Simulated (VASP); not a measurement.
# NiI2 (R-3m) in VASP: a series of runs

The runs below take NiI2 through single point, with LDA+U.

Everything below comes from runs of VASP 6.6.1. Logs are shortened: lines on timing, memory, paths and dates and some standing lists are left out, and cuts for length are marked.

### Step 1. The cell of the first run

It takes space group R-3m (No. 166, trigonal). Conventional cell: a = 3.874 Å, b = 3.874 Å, c = 19.846 Å, α = 90.00°, β = 90.00°, γ = 120.00°. Ni (site symmetry -3m) has 6 I at 2.70 Å within 3.6 Å. Within 3.6 Å of I (site symmetry 3m) lie 3 Ni at 2.70 Å.

### Step 2. Single point, LDA+U, collinear spin, ferromagnetic start

File INCAR:

```
SYSTEM = NiI2
PREC = Accurate
ENCUT = 520
EDIFF = 1E-6
ISMEAR = 0
SIGMA = 0.05
LREAL = .FALSE.
LASPH = .TRUE.
NELM = 150
ALGO = Normal
ISIF = 2
LWAVE = .FALSE.
LCHARG = .FALSE.
ISPIN = 2
MAGMOM = 1.65 0 0
LORBIT = 11
LMAXMIX = 4
LDAU = .TRUE.
LDAUTYPE = 2
LDAUL = 2 -1
LDAUU = 7.2 0
LDAUJ = 0 0
LDAUPRINT = 1
NBANDS = 23
```

File KPOINTS:

```
regular mesh
0
G
  8 8 8
  0 0 0
```

File POSCAR:

```
NiI2
1.0
    1.9368721813      1.1182536753      6.6153351981
   -1.9368721813      1.1182536753      6.6153351981
    0.0000000000     -2.2365073505      6.6153351982
Ni I
1 2
Direct
    0.0000000000      0.0000000000      0.0000000000
    0.2568162273      0.2568162273      0.2568162273
    0.7431837727      0.7431837727      0.7431837727
```

Potentials or basis: VASP PAW LDA potentials, release 64 (Ni, I).

Command:

```bash
$ cat potpaw_LDA.64/Ni/POTCAR potpaw_LDA.64/I/POTCAR > POTCAR
$ mpirun -np 1 vasp_std > vasp.out
```

OUTCAR:

```text
SYSTEM = NiI2
   PREC = Accurate
   ENCUT = 520
   EDIFF = 1E-6
   ISMEAR = 0
   LREAL = .FALSE.
   LASPH = .TRUE.
   NELM = 150
   ISIF = 2
   ISPIN = 2
   LORBIT = 11

 ion  position               nearest neighbor table
   1  0.000  0.000  0.000-   3 2.70   3 2.70   2 2.70   2 2.70   3 2.70   2 2.70
   2  0.257  0.257  0.257-   1 2.70   1 2.70   1 2.70
   3  0.743  0.743  0.743-   1 2.70   1 2.70   1 2.70

  LATTYP: Found a trigonal (rhomboedric) cell.
 ALAT       =     6.9831672551
 COS(alpha) =     0.8461395385

  Lattice vectors:

 A1 = (   1.9368721813,   1.1182536753,   6.6153351981)
 A2 = (  -1.9368721813,   1.1182536753,   6.6153351981)
 A3 = (   0.0000000000,  -2.2365073505,   6.6153351982)

Analysis of symmetry for initial positions (statically):
=====================================================================
 Subroutine PRICEL returns:
 Original cell was already a primitive cell.

 Routine SETGRP: Setting up the symmetry group for a
 trigonal (rhombohedral) supercell.

 Subroutine GETGRP returns: Found 12 space group operations
 (whereof 12 operations were pure point group operations)
 out of a pool of 12 trial point group operations.

The static configuration has the point symmetry D_3d.

Analysis of symmetry for dynamics (positions and initial velocities):
=====================================================================
 Subroutine PRICEL returns:
 Original cell was already a primitive cell.

 Routine SETGRP: Setting up the symmetry group for a
 trigonal (rhombohedral) supercell.

 Subroutine GETGRP returns: Found 12 space group operations
 (whereof 12 operations were pure point group operations)
 out of a pool of 12 trial point group operations.

The dynamic configuration has the point symmetry D_3d.

Analysis of structural, dynamic, and magnetic symmetry:
=====================================================================
 Subroutine PRICEL returns:
 Original cell was already a primitive cell.

 Routine SETGRP: Setting up the symmetry group for a
 trigonal (rhombohedral) supercell.

 Subroutine GETGRP returns: Found 12 space group operations
 (whereof 12 operations were pure point group operations)
 out of a pool of 12 trial point group operations.

The overall configuration has the point symmetry D_3d.

 Subroutine INISYM returns: Found 12 space group operations
 (whereof 12 operations are pure point group operations),
 and found     1 'primitive' translations

----------------------------------------------------------------------------------------

                                     Primitive cell

  volume of cell :      85.9695

  direct lattice vectors                    reciprocal lattice vectors
     1.936872181  1.118253675  6.615335198     0.258148165  0.149041913  0.050387973
    -1.936872181  1.118253675  6.615335198    -0.258148165  0.149041913  0.050387973
     0.000000000 -2.236507351  6.615335198     0.000000000 -0.298083825  0.050387973

  length of vectors
     6.983167255  6.983167255  6.983167255     0.302312611  0.302312611  0.302312611

  position of ions in fractional coordinates (direct lattice)
     0.000000000  0.000000000  0.000000000
     0.256816227  0.256816227  0.256816227
     0.743183773  0.743183773  0.743183773

  ion indices of the primitive-cell ions
   primitive index   ion index
                 1           1
                 2           2
                 3           3

[... 74 lines left out ...]
   NSW    =      0    number of steps for IOM
   IBRION =     -1    ionic relax: 0-MD 1-quasi-New 2-CG
   NFREE  =      0    steps in history (QN), initial steepest desc. (CG)
   ISIF   =      2    stress and relaxation
   ISYM   =      2    0-nonsym 1-usesym 2-fastsym
   POTIM  = 0.5000    time-step for ionic-motion
   TEBEG  =    0.0;   TEEND  =   0.0 temperature during run
   PSTRESS=    0.0 pullay stress
   NELECT =      24.0000    total number of electrons
   NUPDOWN=      -1.0000    fix difference up-down
   EMIN   =  10.00;   EMAX   =-10.00  energy-range for DOS
   EFERMI =   0.00;   METHOD = LEGACY
   ISMEAR =     0;   SIGMA  =   0.05  broadening in eV -4-tet -1-fermi 0-gaus
   EFERMI_NEDOS =   21; number of points for ismear=-14 and -15
   IALGO  =     38    algorithm
   IMIX   =      4    mixing-type and parameters
     AMIX     =   0.40;   BMIX     =  1.00
     AMIX_MAG =   1.60;   BMIX_MAG =  1.00
  volume/ion in A,a.u.               =      28.66       193.38
  Fermi-wavevector in a.u.,A,eV,Ry     =   1.069951  2.021914 15.575876  1.144795
  Thomas-Fermi vector in A             =   2.205646
   LORBIT       =     11    0 simple, 1 ext, 2 COOP (PROOUT), +10 PAW based schemes
 LDA+U is selected, type is set to LDAUTYPE =  2
   angular momentum for each species LDAUL =     2   -1
   U (eV)           for each species LDAUU =   7.2  0.0
   J (eV)           for each species LDAUJ =   0.0  0.0
   GGA     = CA    functional components
   LHFCALC =     F    Hartree Fock is set to
   AEXX    =    0.0000 exact exchange contribution
   IVDW    =     0    specifies the selected vdW correction
   LEPSILON=     F    determine dielectric tensor
   LRPA    =     F    only Hartree local field effects (RPA)
 spin polarized calculation
 Gauss-broadening in eV      SIGMA  =   0.05
  energy-cutoff  :      520.00
  volume of cell :       85.97
 maximum number of plane-waves:      2329
 NGX is ok and might be reduce to    54
   NGX = 25   NGY = 25   NGZ = 25

atom =   1  type =  1  l = 2

 onsite density matrix

spin component  1

  0.9815 -0.0000  0.0000  0.0166 -0.0000
 -0.0000  0.9935 -0.0000  0.0000  0.0166
  0.0000 -0.0000  0.9706  0.0000  0.0000
  0.0166  0.0000  0.0000  0.9935  0.0000
 -0.0000  0.0166  0.0000  0.0000  0.9815

spin component  2

  0.7387  0.0000 -0.0000 -0.3300  0.0000
  0.0000  0.4863  0.0000  0.0000 -0.3300
 -0.0000  0.0000  0.9665  0.0000  0.0000
 -0.3300  0.0000  0.0000  0.4863 -0.0000
  0.0000 -0.3300  0.0000 -0.0000  0.7387

 occupancies and eigenvectors

  o =  0.2592  v =  0.0000  0.0000  0.0000  0.0000  0.0000 -0.5669  0.0000 -0.0000 -0.8238  0.0000      0.0000  0.0000  0.0000  0.0000  0.0000  0.0000  0.0000  0.0000  0.0000  0.0000
  o =  0.2592  v =  0.0000  0.0000  0.0000  0.0000  0.0000  0.0000  0.8238 -0.0000  0.0000  0.5669      0.0000  0.0000  0.0000  0.0000  0.0000  0.0000  0.0000  0.0000  0.0000  0.0000
  o =  0.9658  v =  0.0000  0.0000  0.0000  0.0000  0.0000  0.0000 -0.5669 -0.0000  0.0000  0.8238      0.0000  0.0000  0.0000  0.0000  0.0000  0.0000  0.0000  0.0000  0.0000  0.0000
  o =  0.9658  v =  0.0000  0.0000  0.0000  0.0000  0.0000 -0.8238  0.0000  0.0000  0.5669 -0.0000      0.0000  0.0000  0.0000  0.0000  0.0000  0.0000  0.0000  0.0000  0.0000  0.0000
  o =  0.9665  v =  0.0000  0.0000  0.0000  0.0000  0.0000  0.0000  0.0000 -1.0000  0.0000 -0.0000      0.0000  0.0000  0.0000  0.0000  0.0000  0.0000  0.0000  0.0000  0.0000  0.0000
  o =  0.9699  v =  0.0000 -0.5746 -0.0000 -0.0000  0.8184  0.0000  0.0000  0.0000  0.0000  0.0000      0.0000  0.0000  0.0000  0.0000  0.0000  0.0000  0.0000  0.0000  0.0000  0.0000
  o =  0.9699  v = -0.8184  0.0000  0.0000  0.5746 -0.0000  0.0000  0.0000  0.0000  0.0000  0.0000      0.0000  0.0000  0.0000  0.0000  0.0000  0.0000  0.0000  0.0000  0.0000  0.0000
  o =  0.9706  v =  0.0000 -0.0000  1.0000 -0.0000  0.0000  0.0000  0.0000  0.0000  0.0000  0.0000      0.0000  0.0000  0.0000  0.0000  0.0000  0.0000  0.0000  0.0000  0.0000  0.0000
  o =  1.0051  v =  0.5746  0.0000  0.0000  0.8184 -0.0000  0.0000  0.0000  0.0000  0.0000  0.0000      0.0000  0.0000  0.0000  0.0000  0.0000  0.0000  0.0000  0.0000  0.0000  0.0000
  o =  1.0051  v =  0.0000 -0.8184  0.0000 -0.0000 -0.5746  0.0000  0.0000  0.0000  0.0000  0.0000      0.0000  0.0000  0.0000  0.0000  0.0000  0.0000  0.0000  0.0000  0.0000  0.0000

 number of electron      24.0000000 magnetization       1.9999710

 Free energy of the ion-electron system (eV)
  ---------------------------------------------------
  ext. energy  EPLUGINS =         0.00000000
  ---------------------------------------------------
  free energy    TOTEN  =        -7.98749549 eV

  energy without entropy =       -7.98749549  energy(sigma->0) =       -7.98749549

 E-fermi :   4.7501     XC(G=0):  -9.5194

 val. band max:        4.4992230441   @ k =   0.3750   0.3750   0.2500
 cond. band min:       5.6254511531   @ k =  -0.2500   0.2500   0.0000
 fundamental gap:      1.1262281090
 Fermi energy:         4.7500645471

 spin component 1

 k-point     1 :       0.0000    0.0000    0.0000
  band No.  band energies     occupation
      1      -8.9912      1.00000
      2      -7.8390      1.00000
      3      -2.4142      1.00000
      4      -2.4142      1.00000
      5      -1.5855      1.00000
      6      -1.1602      1.00000
[... 1241 lines left out ...]
     22      14.6439      0.00000
     23      16.0526      0.00000

 [... further k-points ...]

------------------------ aborting loop because EDIFF is reached ----------------------------------------

  FORCE on cell =-STRESS in cart. coord.  units (eV):
  Direction    XX          YY          ZZ          XY          YZ          ZX
  --------------------------------------------------------------------------------------
  -------------------------------------------------------------------------------------
  Total       -0.5827152     -0.5827152     -0.4641414      0.0000000      0.0000000      0.0000000
  in kB      -10.8598166    -10.8598166     -8.6500077      0.0000000      0.0000000      0.0000000
  external PRESSURE =     -10.1232137 kB  Pullay stress =       0.0000000 kB

 VOLUME and BASIS-vectors are now :
 -----------------------------------------------------------------------------
  energy-cutoff  :      520.00
  volume of cell :       85.97
      direct lattice vectors                 reciprocal lattice vectors
     1.936872181  1.118253675  6.615335198     0.258148165  0.149041913  0.050387973
    -1.936872181  1.118253675  6.615335198    -0.258148165  0.149041913  0.050387973
     0.000000000 -2.236507351  6.615335198     0.000000000 -0.298083825  0.050387973

 POSITION                                       TOTAL-FORCE (eV/Angst)
 -----------------------------------------------------------------------------------
      0.00000      0.00000      0.00000         0.000000      0.000000     -0.000000
      0.00000      0.00000      5.09678         0.000000      0.000000      0.071740
      0.00000      0.00000     14.74923         0.000000     -0.000000     -0.071740
 -----------------------------------------------------------------------------------
    total drift:                                0.000000      0.000000      0.000000

  FREE ENERGIE OF THE ION-ELECTRON SYSTEM (eV)
  ---------------------------------------------------
  free  energy   TOTEN  =        -7.9874954881 eV

  energy  without entropy=       -7.9874954881  energy(sigma->0) =       -7.98749549

 total charge

# of ion       s       p       d       tot
------------------------------------------
    1        0.362   0.363   8.312   9.037
    2        1.516   2.777   0.026   4.319
    3        1.516   2.777   0.026   4.319
--------------------------------------------------
tot          3.394   5.916   8.364  17.675

 magnetization (x)

# of ion       s       p       d       tot
------------------------------------------
    1        0.004   0.004   1.503   1.511
    2        0.008   0.152   0.001   0.162
    3        0.008   0.152   0.001   0.162
--------------------------------------------------
tot          0.021   0.308   1.505   1.835
```

Run time: 30 min. Hardware: 1 thread of Intel Xeon 8259CL, shared host; peak memory 0.46 GiB.

Results:

```
Free energy                                           : -7.9875 eV
Pressure                                              : -1.0 GPa
Largest force                                         : 0.072 eV/Å
Band gap on the k mesh                                : 1.13 eV (least direct gap 1.42 eV)
Net moment                                            : 2.00 μB per cell
Site moments                                          : Ni +1.51; I +0.16 μB
Valence electrons inside the program's atomic spheres : Ni 9.04; I 4.32
```

Forces in eV/Å, atoms in the order of the input:
```
Ni   0.000  0.000  0.000
I    0.000  0.000  0.072
I    0.000  0.000 -0.072
```

Levels at points of the mesh, in eV from the valence-band top:
Spin up:
| k point | band 11 | band 12 | band 13 | band 14 | band 15 | band 16 |
| --- | --- | --- | --- | --- | --- | --- |
| (0.00, 0.00, 0.00) | -0.28 | -0.18 | -0.18 | 3.92 | 4.64 | 6.48 |
| (0.50, 0.00, 0.00) | -1.93 | -1.35 | -0.56 | 3.34 | 5.03 | 6.74 |
| (0.50, 0.50, 0.00) | -2.06 | -0.36 | -0.29 | 2.54 | 4.86 | 5.08 |
| (0.50, 0.50, 0.50) | -0.39 | -0.08 | -0.08 | 4.87 | 5.03 | 6.67 |
Spin down:
| k point | band 8 | band 9 | band 10 | band 11 | band 12 | band 13 | band 14 | band 15 |
| --- | --- | --- | --- | --- | --- | --- | --- | --- |
| (0.00, 0.00, 0.00) | -1.55 | -0.23 | -0.13 | -0.13 | 1.88 | 1.88 | 4.11 | 4.75 |
| (0.50, 0.00, 0.00) | -2.25 | -2.02 | -1.79 | -1.69 | 1.53 | 1.68 | 3.62 | 5.16 |
| (0.50, 0.50, 0.00) | -1.94 | -1.92 | -1.56 | -1.35 | 1.86 | 1.91 | 2.80 | 4.96 |
| (0.50, 0.50, 0.50) | -1.50 | -1.50 | -0.24 | -0.24 | 1.93 | 1.93 | 4.98 | 5.25 |

Eigenvalues of the final occupation matrices:
```tsv
site	spin	trace	eigenvalues
site 1 d	1	4.92	0.97 0.97 0.97 1.01 1.01
site 1 d	2	3.42	0.26 0.26 0.97 0.97 0.97
```

Caveat: spin-orbit coupling is left out, which moves the levels of the heavy elements.

### Step 3. Single point, LDA+U, collinear spin, ferromagnetic start

File INCAR:

```
ALGO = Normal
EDIFF = 1E-7
ENCUT = 520
ISIF = 2
ISMEAR = 0
ISPIN = 2
LASPH = T
LCHARG = F
LDAU = T
LDAUJ = 0 0
LDAUL = 2 -1
LDAUPRINT = 1
LDAUTYPE = 2
LDAUU = 7.2 0
LMAXMIX = 4
LORBIT = 11
LREAL = F
LWAVE = F
MAGMOM = 0.5 0 0
NBANDS = 23
NELM = 150
PREC = Accurate
SIGMA = 0.05
```

File KPOINTS:

```
k-points
0
Gamma
  8 8 8
```

POSCAR is that of step 2.

Potentials or basis: VASP PAW LDA potentials, release 64 (Ni, I).

Command:

```bash
$ cat potpaw_LDA.64/Ni/POTCAR potpaw_LDA.64/I/POTCAR > POTCAR
$ mpirun -np 1 vasp_std > vasp.out
```

Run time: 36 min. Hardware: 1 thread of Intel Xeon 8259CL, shared host; peak memory 0.46 GiB.

The run converged. Its results:

- Free energy: -7.9875 eV
- Pressure: -1.0 GPa
- Largest force: 0.072 eV/Å
- Band gap on the k mesh: 1.13 eV (least direct gap 1.42 eV)
- Net moment: 2.00 μB per cell
- Site moments: Ni +1.51; I +0.16 μB
- Valence electrons inside the program's atomic spheres: Ni 9.04; I 4.32

Forces on the atoms (eV/Å):
```
Ni   0.000  0.000  0.000
I    0.000  0.000  0.072
I    0.000  0.000 -0.072
```

Stress tensor (GPa, compression positive):
```
-1.08  0.00  0.00
 0.00 -1.08  0.00
 0.00  0.00 -0.85
```

Levels at points of the mesh, in eV from the valence-band top:
Spin up:
```
           k point  band 10  band 11  band 12  band 13  band 14  band 15  band 16  band 17
(0.00, 0.00, 0.00)    -0.28    -0.28    -0.18    -0.18     3.92     4.64     6.48     6.48
(0.50, 0.00, 0.00)    -2.38    -1.93    -1.35    -0.56     3.34     5.03     6.74     6.89
(0.50, 0.50, 0.00)    -2.08    -2.06    -0.36    -0.29     2.54     4.86     5.08     6.66
(0.50, 0.50, 0.50)    -0.39    -0.39    -0.08    -0.08     4.87     5.03     6.67     6.67
```
Spin down:
| k point | band 9 | band 10 | band 11 | band 12 | band 13 | band 14 |
| --- | --- | --- | --- | --- | --- | --- |
| (0.00, 0.00, 0.00) | -0.23 | -0.13 | -0.13 | 1.88 | 1.88 | 4.11 |
| (0.50, 0.00, 0.00) | -2.02 | -1.79 | -1.69 | 1.53 | 1.67 | 3.62 |
| (0.50, 0.50, 0.00) | -1.92 | -1.56 | -1.35 | 1.86 | 1.91 | 2.80 |
| (0.50, 0.50, 0.50) | -1.50 | -0.24 | -0.24 | 1.93 | 1.93 | 4.98 |

Eigenvalues of the final occupation matrices:
```
    site  spin  trace               eigenvalues
site 1 d     1   4.92  0.97 0.97 0.97 1.01 1.01
site 1 d     2   3.42  0.26 0.26 0.97 0.97 0.97
```

Caveat: spin-orbit coupling is left out, which moves the levels of the heavy elements. The state reached can hang on the start; a lower one may exist.
